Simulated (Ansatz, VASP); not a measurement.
**Co: VASP beside Ansatz**

```
Co
1.0
     0.00000    3.21737    3.21737
     3.21737    0.00000    3.21737
     3.21737    3.21737    0.00000
Co
6
Direct
  0.25000 0.25000 0.25000
  0.00000 0.00000 0.00000
  0.62500 0.62500 0.12500
  0.62500 0.12500 0.62500
  0.12500 0.62500 0.62500
  0.62500 0.62500 0.62500
```

Alike in both runs: task single point; functional PBEsol; k mesh 6 × 6 × 6; occupations gaussian, width 0.1 eV; collinear spin.

```csv
,VASP,Ansatz
version,VASP 6.6.1,Ansatz 0.2.0
potentials or method,"VASP PAW PBE potentials, release 64 (Co)","plane waves, PAW"
plane-wave cutoff (eV),520,420
valence electrons in the cell,54,102
```

|  | VASP | Ansatz | Ansatz less VASP |
| --- | --- | --- | --- |
| gap on the k mesh at the Fermi level (eV) | none | none | - |
| net moment per atom (μB) | 1.67 | 1.70 | +0.029 |
| size of the moment on the site where the two differ most (μB) | 1.66 | 1.74 | +0.083 |

VASP's potentials were made for PBE, not for PBEsol. Site moments also hang on the region over which each program counts them. A gap of «none» marks a metal or a gap that the smearing closes. The functional is the same, so the differences come from potentials, cutoffs and numerics. VASP's potentials hold 54 valence electrons a cell and Ansatz's 102, so a difference there can come from the potentials and not from the codes. Ansatz's warnings: moment headroom below auto.
